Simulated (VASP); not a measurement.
# Si (P6_3/mmc) in VASP: a series of runs

Si is run at these levels: PBEsol; tasks: single point, relaxation of cell and atoms.

Program: VASP 6.6.1. These are calculated values, not measurements. Logs are shortened: lines on timing, memory, paths and dates and some standing lists are left out, and cuts for length are marked.

**1. The cell of the first run**

The structure is hexagonal, space group P6_3/mmc (No. 194). Conventional cell: a = 3.820 Å, b = 3.820 Å, c = 6.320 Å, α = 90.00°, β = 90.00°, γ = 120.00°. Within 3.1 Å of Si (site symmetry 3m) lie 4 Si at 2.34 to 2.36 Å.

This isn't the form of Si at room conditions, which is diamond.

**2. Single point, PBEsol**

Contents of INCAR:

```
  ALGO = Normal
  EDIFF = 1E-6
  ENCUT = 520
  GGA = PS
  ISIF = 2
  ISMEAR = 0
  LASPH = True
  LCHARG = False
  LREAL = False
  LWAVE = False
  NBANDS = 16
  NELM = 100
  PREC = Accurate
  SIGMA = 0.1
```

Contents of KPOINTS:

```
k-points
0
Gamma
  6 6 4
```

Contents of POSCAR:

```
Si
1.0
    3.8200000000      0.0000000000      0.0000000000
   -1.9100000000      3.3082170425      0.0000000000
    0.0000000000      0.0000000000      6.3200000000
Si
4
Direct
    0.3333333333      0.6666666667      0.0000000000
    0.6666666667      0.3333333333      0.5000000000
    0.3333333333      0.6666666667      0.3740000000
    0.6666666667      0.3333333333      0.8740000000
```

Potentials or basis: VASP PAW PBE potentials, release 64 (Si).

Run with:

```
$ cat potpaw_PBE.64/Si/POTCAR > POTCAR
$ mpirun -np 1 vasp_std > vasp.out
```

OUTCAR:

```text
EDIFF = 1E-6
   ENCUT = 520
   GGA = PS
   ISIF = 2
   ISMEAR = 0
   LASPH = True
   LREAL = False
   NELM = 100
   PREC = Accurate

 ion  position               nearest neighbor table
   1  0.333  0.667  0.000-   4 2.34   4 2.34   4 2.34   3 2.36
   2  0.667  0.333  0.500-   3 2.34   3 2.34   3 2.34   4 2.36
   3  0.333  0.667  0.374-   2 2.34   2 2.34   2 2.34   1 2.36
   4  0.667  0.333  0.874-   1 2.34   1 2.34   1 2.34   2 2.36

  LATTYP: Found a hexagonal cell.
 ALAT       =     3.8200000000
 C/A-ratio  =     1.6544502618

  Lattice vectors:

 A1 = (   3.8200000000,   0.0000000000,   0.0000000000)
 A2 = (  -1.9100000000,   3.3082170425,   0.0000000000)
 A3 = (   0.0000000000,   0.0000000000,   6.3200000000)

Analysis of symmetry for initial positions (statically):
=====================================================================
 Subroutine PRICEL returns:
 Original cell was already a primitive cell.

 Routine SETGRP: Setting up the symmetry group for a
 hexagonal supercell.

 Subroutine GETGRP returns: Found 24 space group operations
 (whereof  6 operations were pure point group operations)
 out of a pool of 24 trial point group operations.

The static configuration has the point symmetry C_3v.
 The point group associated with its full space group is D_6h.

Analysis of symmetry for dynamics (positions and initial velocities):
=====================================================================
 Subroutine PRICEL returns:
 Original cell was already a primitive cell.

 Routine SETGRP: Setting up the symmetry group for a
 hexagonal supercell.

 Subroutine GETGRP returns: Found 24 space group operations
 (whereof  6 operations were pure point group operations)
 out of a pool of 24 trial point group operations.

The dynamic configuration has the point symmetry C_3v.
 The point group associated with its full space group is D_6h.

 Subroutine INISYM returns: Found 24 space group operations
 (whereof  6 operations are pure point group operations),
 and found     1 'primitive' translations

----------------------------------------------------------------------------------------

                                     Primitive cell

  volume of cell :      79.8683

  direct lattice vectors                    reciprocal lattice vectors
     3.820000000  0.000000000  0.000000000     0.261780105  0.151138814  0.000000000
    -1.910000000  3.308217042  0.000000000     0.000000000  0.302277628  0.000000000
[... 87 lines left out ...]
   EDIFFG = 0.1E-04   stopping-criterion for IOM
   NSW    =      0    number of steps for IOM
   IBRION =     -1    ionic relax: 0-MD 1-quasi-New 2-CG
   NFREE  =      0    steps in history (QN), initial steepest desc. (CG)
   ISIF   =      2    stress and relaxation
   ISYM   =      2    0-nonsym 1-usesym 2-fastsym
   POTIM  = 0.5000    time-step for ionic-motion
   TEBEG  =    0.0;   TEEND  =   0.0 temperature during run
   PSTRESS=    0.0 pullay stress
   NELECT =      16.0000    total number of electrons
   NUPDOWN=      -1.0000    fix difference up-down
   EMIN   =  10.00;   EMAX   =-10.00  energy-range for DOS
   EFERMI =   0.00;   METHOD = LEGACY
   ISMEAR =     0;   SIGMA  =   0.10  broadening in eV -4-tet -1-fermi 0-gaus
   EFERMI_NEDOS =   21; number of points for ismear=-14 and -15
   IALGO  =     38    algorithm
   IMIX   =      4    mixing-type and parameters
     AMIX     =   0.40;   BMIX     =  1.00
     AMIX_MAG =   1.60;   BMIX_MAG =  1.00
  volume/ion in A,a.u.               =      19.97       134.74
  Fermi-wavevector in a.u.,A,eV,Ry     =   0.957907  1.810182 12.484513  0.917586
  Thomas-Fermi vector in A             =   2.086967
   LORBIT       =      0    0 simple, 1 ext, 2 COOP (PROOUT), +10 PAW based schemes
   GGA     = PS    functional components
   LHFCALC =     F    Hartree Fock is set to
   AEXX    =    0.0000 exact exchange contribution
   IVDW    =     0    specifies the selected vdW correction
   LEPSILON=     F    determine dielectric tensor
   LRPA    =     F    only Hartree local field effects (RPA)
 non-spin polarized calculation
 Gauss-broadening in eV      SIGMA  =   0.10
  energy-cutoff  :      520.00
  volume of cell :       79.87
 maximum number of plane-waves:      2175
   NGX = 15   NGY = 15   NGZ = 23

 number of electron      15.9999999 magnetization

 Free energy of the ion-electron system (eV)
  ---------------------------------------------------
  ext. energy  EPLUGINS =         0.00000000
  ---------------------------------------------------
  free energy    TOTEN  =       -22.92006222 eV

  energy without entropy =      -22.91979703  energy(sigma->0) =      -22.91992962

 E-fermi :   6.2188     XC(G=0):  -9.5568

 val. band max:        6.0843103745   @ k =   0.0000   0.0000   0.0000
 cond. band min:       6.3654653867   @ k =   0.5000   0.0000   0.0000
 fundamental gap:      0.2811550122
 Fermi energy:         6.2188201970

 k-point     1 :       0.0000    0.0000    0.0000
  band No.  band energies     occupation
      1      -6.2029      2.00000
      2      -3.8882      2.00000
      3      -1.2237      2.00000
      4       4.5471      2.00000
      5       4.5471      2.00000
      6       5.7206      2.00000
[... 376 lines left out ...]
      3      -1.3899      2.00000
      4      -1.3899      2.00000
      5       1.4964      2.00000
      6       1.4964      2.00000
[... 8 lines left out ...]
     15      12.2904      0.00000
     16      12.2904      0.00000

------------------------ aborting loop because EDIFF is reached ----------------------------------------

  FORCE on cell =-STRESS in cart. coord.  units (eV):
  Direction    XX          YY          ZZ          XY          YZ          ZX
  --------------------------------------------------------------------------------------
  -------------------------------------------------------------------------------------
  Total        0.3059279      0.3059279      0.0928308      0.0000000      0.0000000      0.0000000
  in kB        6.1369873      6.1369873      1.8622079      0.0000000      0.0000000      0.0000000
  external PRESSURE =       4.7120608 kB  Pullay stress =       0.0000000 kB

 VOLUME and BASIS-vectors are now :
 -----------------------------------------------------------------------------
  energy-cutoff  :      520.00
  volume of cell :       79.87
      direct lattice vectors                 reciprocal lattice vectors
     3.820000000  0.000000000  0.000000000     0.261780105  0.151138814  0.000000000
    -1.910000000  3.308217042  0.000000000     0.000000000  0.302277628  0.000000000
     0.000000000  0.000000000  6.320000000     0.000000000  0.000000000  0.158227848

 POSITION                                       TOTAL-FORCE (eV/Angst)
 -----------------------------------------------------------------------------------
     -0.00000      2.20548      0.00000        -0.000000     -0.000000     -0.000837
      1.91000      1.10274      3.16000         0.000000     -0.000000     -0.000837
     -0.00000      2.20548      2.36368        -0.000000     -0.000000      0.000837
      1.91000      1.10274      5.52368         0.000000      0.000000      0.000837
 -----------------------------------------------------------------------------------
    total drift:                               -0.000000      0.000000      0.000000

  FREE ENERGIE OF THE ION-ELECTRON SYSTEM (eV)
  ---------------------------------------------------
  free  energy   TOTEN  =       -22.9200622155 eV

  energy  without entropy=      -22.9197970293  energy(sigma->0) =      -22.91992962
```

OSZICAR:

```text
N       E                     dE             d eps       ncg     rms          rms(c)
DAV:   1     0.243228473169E+02    0.24323E+02   -0.60386E+03   672   0.827E+02
DAV:   2    -0.215574902095E+02   -0.45880E+02   -0.41880E+02   904   0.121E+02
DAV:   3    -0.233589467548E+02   -0.18015E+01   -0.17898E+01   856   0.225E+01
DAV:   4    -0.233791128575E+02   -0.20166E-01   -0.20162E-01   872   0.308E+00
DAV:   5    -0.233794575131E+02   -0.34466E-03   -0.34458E-03   880   0.377E-01    0.707E+00
DAV:   6    -0.230626457359E+02    0.31681E+00   -0.11729E-01   768   0.161E+00    0.423E+00
DAV:   7    -0.229186390613E+02    0.14401E+00   -0.22976E-01   776   0.232E+00    0.250E-01
DAV:   8    -0.229198480939E+02   -0.12090E-02   -0.17473E-02   816   0.678E-01    0.106E-01
DAV:   9    -0.229199900073E+02   -0.14191E-03   -0.47669E-04   872   0.125E-01    0.821E-02
DAV:  10    -0.229200628388E+02   -0.72831E-04   -0.11217E-04   800   0.524E-02    0.244E-02
DAV:  11    -0.229200615272E+02    0.13116E-05   -0.27903E-06   856   0.922E-03    0.779E-03
DAV:  12    -0.229200622155E+02   -0.68832E-06   -0.64384E-07   560   0.439E-03
   1 F= -.22920062E+02 E0= -.22919930E+02  d E =-.265186E-03
```

stdout:

```text
POSCAR found type information on POSCAR Si
 POSCAR found :  1 types and       4 ions
 scaLAPACK will be used
 -----------------------------------------------------------------------------
|                                                                             |
|                                                                             |
|     You enforced a specific xc type in the INCAR file but a different       |
|     I HOPE YOU KNOW WHAT YOU ARE DOING!                                     |
|                                                                             |
 -----------------------------------------------------------------------------

 LDA part: xc-table for (Slater+PW92), standard interpolation
 POSCAR, INCAR and KPOINTS ok, starting setup
 FFT: planning ... GRIDC
 FFT: planning ... GRID_SOFT
 FFT: planning ... GRID
 WAVECAR not read
 entering main loop
```

Run time: 9.7 s. Hardware: 1 thread of Intel Xeon 6975P-C (Granite Rapids), shared host; peak memory 0.18 GiB.

What came out:

```
Free energy            : -22.9201 eV
Pressure               : 0.5 GPa
Band gap on the k mesh : 0.28 eV (least direct gap 0.98 eV)
```

Caveat: the PAW data sets were made with another functional, which shifts forces and pressure a little.

**3. Single point, PBEsol**

This run uses another cell than the first one, of 20.03 Å³/atom.

Contents of INCAR:

```
PREC = Accurate
ENCUT = 520
EDIFF = 1E-6
ISMEAR = 0
SIGMA = 0.01
LREAL = F
LASPH = T
NELM = 100
ALGO = Normal
ISIF = 2
LWAVE = F
LCHARG = F
GGA = PS
NBANDS = 16
```

Contents of KPOINTS:

```
Automatic mesh
0
Gamma
  15 15 8
```

Contents of POSCAR:

```
Si
1.0
    3.8244341477      0.0000000000      0.0000000000
   -1.9122170738      3.3120571270      0.0000000000
    0.0000000000      0.0000000000      6.3251992080
Si
4
Direct
    0.3333333333      0.6666666667      0.0000250216
    0.6666666667      0.3333333333      0.5000250216
    0.3333333333      0.6666666667      0.3739749784
    0.6666666667      0.3333333333      0.8739749784
```

Potentials or basis: VASP PAW PBE potentials, release 64 (Si).

Run with:

```
$ cat potpaw_PBE.64/Si/POTCAR > POTCAR
$ mpirun -np 1 vasp_std > vasp.out
```

Run time: 48 s. Hardware: 1 thread of Intel Xeon 6975P-C (Granite Rapids), shared host; peak memory 0.26 GiB.

The run converged. Its results:

- Free energy: -22.9488 eV
- Pressure: 0.1 GPa
- Band gap on the k mesh: 0.30 eV (least direct gap 0.97 eV)

Levels at points of the mesh, in eV from the valence-band top:
| k point | band 4 | band 5 | band 6 | band 7 | band 8 | band 9 | band 10 | band 11 | band 12 | band 13 |
| --- | --- | --- | --- | --- | --- | --- | --- | --- | --- | --- |
| (0.00, 0.00, 0.00) | -1.53 | -1.53 | -0.36 | 0.00 | 0.00 | 0.97 | 1.95 | 1.95 | 2.29 | 3.52 |
| (0.00, 0.00, 0.50) | -4.28 | -0.94 | -0.94 | -0.94 | -0.94 | 1.75 | 1.75 | 2.92 | 2.92 | 2.92 |

Caveat: the PAW data sets were made with another functional, which shifts forces and pressure a little; an odd mesh through Γ misses points on the zone boundary, where band edges can lie.

**4. Single point, PBEsol**

This run uses another cell than the first one, of 20.03 Å³/atom.

Contents of INCAR:

```
SYSTEM = Si
  PREC = Accurate
  ENCUT = 520
  EDIFF = 1E-7
  ISMEAR = 0
  SIGMA = 0.01
  LREAL = .False.
  LASPH = .True.
  NELM = 60
  ALGO = Normal
  ISIF = 2
  LWAVE = .False.
  LCHARG = .False.
  GGA = PS
  NBANDS = 16
```

Contents of KPOINTS:

```
Automatic mesh
0
Gamma
  15 15 8
  0 0 0
```

POSCAR is that of step 3.

Run with:

```
$ cat potpaw_PBE.64/Si/POTCAR > POTCAR
$ mpirun -np 1 vasp_std > vasp.out
```

Wall time 52 s (1 thread of Intel Xeon 6975P-C (Granite Rapids), shared host); peak memory 0.25 GiB.

The run converged. Its results:

```
Free energy            : -22.9488 eV
Pressure               : 0.1 GPa
Band gap on the k mesh : 0.30 eV (least direct gap 0.97 eV)
```

Levels at points of the mesh, in eV from the valence-band top:
| k point | band 4 | band 5 | band 6 | band 7 | band 8 | band 9 | band 10 | band 11 | band 12 | band 13 |
| --- | --- | --- | --- | --- | --- | --- | --- | --- | --- | --- |
| (0.00, 0.00, 0.00) | -1.53 | -1.53 | -0.36 | 0.00 | 0.00 | 0.97 | 1.95 | 1.95 | 2.29 | 3.53 |
| (0.00, 0.00, 0.50) | -4.28 | -0.94 | -0.94 | -0.94 | -0.94 | 1.75 | 1.75 | 2.92 | 2.92 | 2.92 |

Caveat: the PAW data sets were made with another functional, which shifts forces and pressure a little; an odd mesh through Γ misses points on the zone boundary, where band edges can lie.

(Part 1 of 2 ends here.)
